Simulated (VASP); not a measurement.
# GaN (F-43m) in VASP: single point with PBEsol

Aim: the single point of GaN with PBEsol.

Program: VASP 6.6.1. These are calculated values, not measurements. Logs are shortened: lines on timing, memory, paths and dates and some standing lists are left out, and cuts for length are marked.

### 1 The cell of the first run

Symmetry: F-43m, No. 216, cubic system. The conventional cell has a = 4.512 Å, b = 4.512 Å, c = 4.512 Å, α = 90.00°, β = 90.00°, γ = 90.00°. Ga (site symmetry -43m) has 4 N at 1.95 Å within 2.6 Å. N (site symmetry -43m) has 4 Ga at 1.95 Å within 2.6 Å.

### 2 Single point, PBEsol (Al replaced by Ga, lengths x 1.003, strained)

The input, INCAR:

```
PREC     = Accurate       # precision mode
ENCUT    = 520            # plane-wave cutoff, eV
EDIFF    = 1E-6           # SCF threshold, eV
ISMEAR   = 0              # smearing method
SIGMA    = 0.02           # smearing width, eV
LREAL    = False          # projectors in reciprocal space
LASPH    = True           # aspherical terms in the spheres
NELM     = 60             # most SCF steps
ALGO     = Normal         # electronic algorithm
ISIF     = 2              # what is computed and relaxed
LWAVE    = False          # write WAVECAR
LCHARG   = False          # write CHGCAR
GGA      = PS             # functional
NBANDS   = 16             # bands
```

The input, KPOINTS:

```
Automatic mesh
0
Gamma
  10 10 10
```

The input, POSCAR:

```
GaN
1.0
    0.0000000000      2.2560611156      2.2560611156
    2.2560611156      0.0000000000      2.2560611156
    2.2560611156      2.2560611156      0.0000000000
Ga N
1 1
Direct
    0.0000000000      0.0000000000      0.0000000000
    0.7500000000      0.7500000000      0.7500000000
```

Potentials or basis: VASP PAW PBE potentials, release 64 (Ga_d, N).

The run is started by

```
> cat potpaw_PBE.64/Ga_d/POTCAR potpaw_PBE.64/N/POTCAR > POTCAR
> mpirun -np 1 vasp_std > vasp.out
```

OUTCAR:

```text
PREC = Accurate
   ENCUT = 520
   EDIFF = 1E-6
   ISMEAR = 0
   LREAL = False
   LASPH = True
   NELM = 60
   ISIF = 2
   GGA = PS

 ion  position               nearest neighbor table
   1  0.000  0.000  0.000-   2 1.95   2 1.95   2 1.95   2 1.95
   2  0.750  0.750  0.750-   1 1.95   1 1.95   1 1.95   1 1.95

  LATTYP: Found a face centered cubic cell.
 ALAT       =     4.5121222312

  Lattice vectors:

 A1 = (   0.0000000000,   2.2560611156,   2.2560611156)
 A2 = (   2.2560611156,   0.0000000000,   2.2560611156)
 A3 = (   2.2560611156,   2.2560611156,   0.0000000000)

Analysis of symmetry for initial positions (statically):
=====================================================================
 Subroutine PRICEL returns:
 Original cell was already a primitive cell.

 Routine SETGRP: Setting up the symmetry group for a
 face centered cubic supercell.

 Subroutine GETGRP returns: Found 24 space group operations
 (whereof 24 operations were pure point group operations)
 out of a pool of 48 trial point group operations.

The static configuration has the point symmetry T_d .

Analysis of symmetry for dynamics (positions and initial velocities):
=====================================================================
 Subroutine PRICEL returns:
 Original cell was already a primitive cell.

 Routine SETGRP: Setting up the symmetry group for a
 face centered cubic supercell.

 Subroutine GETGRP returns: Found 24 space group operations
 (whereof 24 operations were pure point group operations)
 out of a pool of 48 trial point group operations.

The dynamic configuration has the point symmetry T_d .

 Subroutine INISYM returns: Found 24 space group operations
 (whereof 24 operations are pure point group operations),
 and found     1 'primitive' translations

----------------------------------------------------------------------------------------

                                     Primitive cell

  volume of cell :      22.9659

  direct lattice vectors                    reciprocal lattice vectors
     0.000000000  2.256061116  2.256061116    -0.221625202  0.221625202  0.221625202
     2.256061116  0.000000000  2.256061116     0.221625202 -0.221625202  0.221625202
     2.256061116  2.256061116  0.000000000     0.221625202  0.221625202 -0.221625202

  length of vectors
     3.190552227  3.190552227  3.190552227     0.383866110  0.383866110  0.383866110

  position of ions in fractional coordinates (direct lattice)
     0.000000000  0.000000000  0.000000000
     0.750000000  0.750000000  0.750000000

  ion indices of the primitive-cell ions
   primitive index   ion index
                 1           1
                 2           2

----------------------------------------------------------------------------------------

 KPOINTS: Automatic mesh

Automatic generation of k-mesh.
 Grid dimensions read from file:
 generate k-points for:   10   10   10

 Generating k-lattice:

  Cartesian coordinates                     Fractional coordinates (reciprocal lattice)
    -0.022162520  0.022162520  0.022162520     0.100000000  0.000000000  0.000000000
     0.022162520 -0.022162520  0.022162520     0.000000000  0.100000000  0.000000000
     0.022162520  0.022162520 -0.022162520     0.000000000  0.000000000  0.100000000

  Length of vectors
     0.038386611  0.038386611  0.038386611

  Shift w.r.t. Gamma in fractional coordinates (k-lattice)
     0.000000000  0.000000000  0.000000000

 Subroutine IBZKPT returns following result:
 ===========================================

 Found     47 irreducible k-points:

 Following reciprocal coordinates:
            Coordinates               Weight
  0.000000  0.000000  0.000000      1.000000
  0.100000  0.000000  0.000000      8.000000
  0.200000  0.000000  0.000000      8.000000
  0.300000  0.000000  0.000000      8.000000
  0.400000  0.000000  0.000000      8.000000
  0.500000  0.000000  0.000000      4.000000
[... 16 lines left out ...]
  0.300000  0.300000  0.000000      6.000000
  0.400000  0.300000  0.000000     24.000000
 [... further k-points ...]
   k-points           NKPTS =     47   k-points in BZ     NKDIM =     47   number of bands    NBANDS=     16
   number of dos      NEDOS =    301   number of ions     NIONS =      2
   total plane-waves  NPLWV =  13824
   dimension x,y,z NGX =    24 NGY =   24 NGZ =   24
   dimension x,y,z NGXF=    48 NGYF=   48 NGZF=   48
   ions per type =               1   1
   NGX,Y,Z   is equivalent  to a cutoff of  12.51, 12.51, 12.51 a.u.
   NGXF,Y,Z  is equivalent  to a cutoff of  25.01, 25.01, 25.01 a.u.
 SYSTEM =  unknown system
   PREC   = accura    normal or accurate (medium, high low for compatibility)
   ISTART =      0    job   : 0-new  1-cont  2-samecut
   ICHARG =      2    charge: 1-file 2-atom 10-const
   ISPIN  =      1    spin polarized calculation?
   LNONCOLLINEAR =      F non collinear calculations
   LSORBIT =      F    spin-orbit coupling
   LASPH  =      T    aspherical Exc in radial PAW
   ENCUT  =  520.0 eV  38.22 Ry    6.18 a.u.   5.93  5.93  5.93*2*pi/ulx,y,z
   NELM   =     60;   NELMIN=  2; NELMDL= -5     # of ELM steps
   EDIFF  = 0.1E-05   stopping-criterion for ELM
   LREAL  =      F    real-space projection
   EDIFFG = 0.1E-04   stopping-criterion for IOM
   NSW    =      0    number of steps for IOM
   IBRION =     -1    ionic relax: 0-MD 1-quasi-New 2-CG
   NFREE  =      0    steps in history (QN), initial steepest desc. (CG)
   ISIF   =      2    stress and relaxation
   ISYM   =      2    0-nonsym 1-usesym 2-fastsym
   POTIM  = 0.5000    time-step for ionic-motion
   TEBEG  =    0.0;   TEEND  =   0.0 temperature during run
   PSTRESS=    0.0 pullay stress
   NELECT =      18.0000    total number of electrons
   NUPDOWN=      -1.0000    fix difference up-down
   EMIN   =  10.00;   EMAX   =-10.00  energy-range for DOS
   EFERMI =   0.00;   METHOD = LEGACY
   ISMEAR =     0;   SIGMA  =   0.02  broadening in eV -4-tet -1-fermi 0-gaus
   EFERMI_NEDOS =   21; number of points for ismear=-14 and -15
   IALGO  =     38    algorithm
   IMIX   =      4    mixing-type and parameters
     AMIX     =   0.40;   BMIX     =  1.00
     AMIX_MAG =   1.60;   BMIX_MAG =  1.00
  volume/ion in A,a.u.               =      11.48        77.49
  Fermi-wavevector in a.u.,A,eV,Ry     =   1.509402  2.852355 30.998061  2.278293
  Thomas-Fermi vector in A             =   2.619729
   LORBIT       =      0    0 simple, 1 ext, 2 COOP (PROOUT), +10 PAW based schemes
   GGA     = PS    functional components
   LHFCALC =     F    Hartree Fock is set to
   AEXX    =    0.0000 exact exchange contribution
   IVDW    =     0    specifies the selected vdW correction
   LEPSILON=     F    determine dielectric tensor
   LRPA    =     F    only Hartree local field effects (RPA)
 non-spin polarized calculation
 Gauss-broadening in eV      SIGMA  =   0.02
  energy-cutoff  :      520.00
  volume of cell :       22.97
 maximum number of plane-waves:       636
   NGX = 11   NGY = 11   NGZ = 11

 number of electron      18.0000001 magnetization

 Free energy of the ion-electron system (eV)
  ---------------------------------------------------
  ext. energy  EPLUGINS =         0.00000000
  ---------------------------------------------------
  free energy    TOTEN  =       -13.12119505 eV

  energy without entropy =      -13.12119505  energy(sigma->0) =      -13.12119505

 E-fermi :   5.2895     XC(G=0): -11.8837

 val. band max:        5.1121006204   @ k =   0.0000   0.0000   0.0000
 cond. band min:       6.7733635721   @ k =   0.0000   0.0000   0.0000
 fundamental gap:      1.6612629517
 Fermi energy:         5.2895277721

 k-point     1 :       0.0000    0.0000    0.0000
  band No.  band energies     occupation
      1     -10.7903      2.00000
      2      -8.2875      2.00000
      3      -8.2875      2.00000
      4      -8.2875      2.00000
      5      -7.9660      2.00000
      6      -7.9660      2.00000
[... 8 lines left out ...]
     15      23.7784      0.00000
     16      23.7784      0.00000

 k-point     2 :       0.1000    0.0000    0.0000
  band No.  band energies     occupation
      1     -10.6782      2.00000
      2      -8.2739      2.00000
      3      -8.2739      2.00000
      4      -8.2498      2.00000
      5      -7.9673      2.00000
      6      -7.9673      2.00000
[... 8 lines left out ...]
     15      22.5066      0.00000
     16      22.5066      0.00000

 k-point     3 :       0.2000    0.0000    0.0000
  band No.  band energies     occupation
      1     -10.3952      2.00000
      2      -8.2422      2.00000
      3      -8.2422      2.00000
      4      -8.0901      2.00000
      5      -7.9662      2.00000
      6      -7.9662      2.00000
[... 8 lines left out ...]
     15      21.7433      0.00000
     16      21.7433      0.00000

 k-point     4 :       0.3000    0.0000    0.0000
  band No.  band energies     occupation
      1     -10.0931      2.00000
      2      -8.2140      2.00000
      3      -8.2140      2.00000
      4      -7.9526      2.00000
      5      -7.9526      2.00000
      6      -7.6955      2.00000
[... 8 lines left out ...]
     15      22.2247      0.00000
     16      22.2247      0.00000
[... 324 lines left out ...]
 k-point    22 :      -0.2000    0.2000    0.0000
  band No.  band energies     occupation
      1     -10.0006      2.00000
      2      -8.1981      2.00000
      3      -8.1830      2.00000
      4      -7.9886      2.00000
      5      -7.9797      2.00000
      6      -7.5186      2.00000
[... 8 lines left out ...]
     15      22.3036      0.00000
     16      25.4714      0.00000

 k-point    23 :       0.3000    0.3000    0.0000
  band No.  band energies     occupation
      1      -9.9127      2.00000
      2      -8.1412      2.00000
      3      -8.0970      2.00000
      4      -8.0970      2.00000
      5      -7.9155      2.00000
      6      -7.5049      2.00000
[... 8 lines left out ...]
     15      27.0352      0.00000
     16      27.3936      0.00000

 k-point    24 :       0.4000    0.3000    0.0000
  band No.  band energies     occupation
      1      -9.7934      2.00000
      2      -8.1593      2.00000
      3      -8.0628      2.00000
      4      -8.0621      2.00000
      5      -7.9053      2.00000
      6      -7.0466      2.00000
[... 8 lines left out ...]
     15      27.2485      0.00000
     16      27.4078      0.00000

 [... further k-points ...]
[... 5 lines left out ...]
  --------------------------------------------------------------------------------------
  -------------------------------------------------------------------------------------
  Total       -0.2756836     -0.2756836     -0.2756836     -0.0000000      0.0000000      0.0000000
  in kB      -19.2326422    -19.2326422    -19.2326422     -0.0000000      0.0000000      0.0000000
  external PRESSURE =     -19.2326422 kB  Pullay stress =       0.0000000 kB

 VOLUME and BASIS-vectors are now :
 -----------------------------------------------------------------------------
  energy-cutoff  :      520.00
  volume of cell :       22.97
      direct lattice vectors                 reciprocal lattice vectors
     0.000000000  2.256061116  2.256061116    -0.221625202  0.221625202  0.221625202
     2.256061116  0.000000000  2.256061116     0.221625202 -0.221625202  0.221625202
     2.256061116  2.256061116  0.000000000     0.221625202  0.221625202 -0.221625202

 POSITION                                       TOTAL-FORCE (eV/Angst)
 -----------------------------------------------------------------------------------
      0.00000      0.00000      0.00000         0.000000      0.000000      0.000000
      3.38409      3.38409      3.38409        -0.000000     -0.000000     -0.000000
 -----------------------------------------------------------------------------------
    total drift:                               -0.000001     -0.000001     -0.000001

  FREE ENERGIE OF THE ION-ELECTRON SYSTEM (eV)
  ---------------------------------------------------
  free  energy   TOTEN  =       -13.1211950480 eV

  energy  without entropy=      -13.1211950480  energy(sigma->0) =      -13.12119505
```

Run time: 12 s. Hardware: 1 thread of Intel Xeon Platinum 8259CL at 2.50GHz (Skylake/Cascade Lake), shared host; peak memory 0.14 GiB.

What came out:

| Item | Value |
| --- | --- |
| Free energy | -13.1212 eV |
| Pressure | -1.9 GPa |
| Band gap on the k mesh | 1.66 eV, direct |

Levels at points of the mesh, in eV from the valence-band top:
| k point | band 5 | band 6 | band 7 | band 8 | band 9 | band 10 | band 11 | band 12 | band 13 | band 14 |
| --- | --- | --- | --- | --- | --- | --- | --- | --- | --- | --- |
| (0.00, 0.00, 0.00) | -13.08 | -13.08 | 0.00 | 0.00 | 0.00 | 1.66 | 10.18 | 10.18 | 10.18 | 17.34 |
| (0.50, 0.00, 0.00) | -13.03 | -11.83 | -7.09 | -0.97 | -0.97 | 4.54 | 8.62 | 10.25 | 10.25 | 15.41 |
| (0.50, 0.50, 0.00) | -13.00 | -11.40 | -6.17 | -2.72 | -2.72 | 3.22 | 6.54 | 11.55 | 13.84 | 13.84 |

Caveat: the cell differs from its parent crystal (Al replaced by Ga, lengths x 1.003, strained); the PAW data sets were made with another functional, which shifts forces and pressure a little.
